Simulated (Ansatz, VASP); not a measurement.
**TiO2 in VASP and in Ansatz**

The input INCAR:

```
SYSTEM = TiO2
PREC = Accurate
ENCUT = 520
EDIFF = 1E-7
ISMEAR = 0
SIGMA = 0.05
LREAL = .False.
LASPH = .True.
NELM = 60
ALGO = Normal
ISIF = 2
LWAVE = .False.
LCHARG = .False.
GGA = PS
NBANDS = 33
```

File KPOINTS:

```
Automatic mesh
0
Gamma
  8 8 10
  0 0 0
```

File POSCAR:

```
TiO2
1.0
    4.9457715719      0.0000000000      0.0000000000
    0.0000000000      4.9457715719      0.0000000000
    0.0000000000      0.0000000000      2.5327482678
Ti O
2 4
Direct
    0.0000000000      0.0000000000      0.0000000000
    0.5000000000      0.5000000000      0.5000000000
    0.3044387440      0.3044387440      0.0000000000
    0.1955612560      0.8044387440      0.5000000000
    0.6955612560      0.6955612560      0.0000000000
    0.8044387440      0.1955612560      0.5000000000
```

Input for Ansatz:

```yaml
crystal:
  lattice:
    - [4.9457715719, 0.0, 0.0]
    - [0.0, 4.9457715719, 0.0]
    - [0.0, 0.0, 2.5327482678]
  atoms:
    - { symbol: Ti, position: [0.0, 0.0, 0.0] }
    - { symbol: Ti, position: [0.5, 0.5, 0.5] }
    - { symbol: O, position: [0.304438744, 0.304438744, 0.0] }
    - { symbol: O, position: [0.195561256, 0.804438744, 0.5] }
    - { symbol: O, position: [0.695561256, 0.695561256, 0.0] }
    - { symbol: O, position: [0.804438744, 0.195561256, 0.5] }
basis:
  ecutwfc: 420
kpoints:
  mp_grid: { grid: [8, 8, 10] }
hamiltonian:
  xc: pbesol
scf:
  occupations: { method: gaussian, width: 0.05 }
output:
  forces: true
  stress: true
  eigenvalues: true
```

Alike in both runs: task single point; functional PBEsol; k mesh 8 × 8 × 10; occupations gaussian, width 0.05 eV; no spin polarisation.

|  | VASP | Ansatz |
| --- | --- | --- |
| version | VASP 6.6.1 | Ansatz 0.2.0 |
| potentials or method | VASP PAW PBE potentials, release 64 (Ti_sv, O), cutoff 520 eV | scalar-relativistic, plane waves, PAW |
| valence electrons in the cell | 48 | 48 |

|  | VASP | Ansatz | Ansatz less VASP |
| --- | --- | --- | --- |
| gap on the k mesh at the Fermi level (eV) | 0.90 | 0.92 | +0.014 |
| least direct gap on the mesh (eV) | 0.93 | 0.94 | +0.010 |
| pressure (GPa) | 17.3 | 16.6 | -0.73 |
| traceless stress, the component that is largest in VASP (GPa) | 53.49 | 53.20 | -0.283 |
| rms of the force components (eV/Å) | 0.232 | 0.192 | -0.0408 |

VASP's potentials were made for PBE, not for PBEsol. Atom by atom the forces differ by 0.041 eV/Å (rms over components). With one functional, cell and mesh, what is left measures potentials, basis and numerics.
